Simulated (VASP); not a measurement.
A run of VASP 6.6.1 is set up as follows.

The input INCAR:

```
PREC = Accurate
ENCUT = 520
EDIFF = 1E-7
ISMEAR = 0
SIGMA = 0.05
LREAL = False
LASPH = True
NELM = 100
ALGO = Normal
ISIF = 2
LWAVE = False
LCHARG = False
GGA = PE
NBANDS = 16
```

The input KPOINTS:

```
Automatic mesh
0
Gamma
  6 6 6
```

The input POSCAR:

```
SrLiH3
1.0
    4.5150212250      0.0000000000      0.0000000000
    0.0000000000      4.5150212250      0.0000000000
    0.0000000000      0.0000000000      4.7465607750
Li Sr H
1 1 3
Direct
    0.0000000000      0.0000000000      0.0000000000
    0.5000000000      0.5000000000      0.5000000000
    0.0000000000      0.5000000000      0.5000000000
    0.5000000000      0.0000000000      0.5000000000
    0.5000000000      0.5000000000      0.0000000000
```

Potentials or basis: VASP PAW PBE potentials, release 64 (Li_sv, Sr_sv, H).

The run is started by

```sh
$ cat potpaw_PBE.64/Li_sv/POTCAR potpaw_PBE.64/Sr_sv/POTCAR potpaw_PBE.64/H/POTCAR > POTCAR
$ mpirun -np 1 vasp_std > vasp.out
```

(1) Predict the band gap on the k mesh.

## Answers

(1) 1.66 eV (least direct gap 2.11 eV).

Caveat: the cell differs from its parent crystal (strain -0.025 along x and y, +0.025 along z).
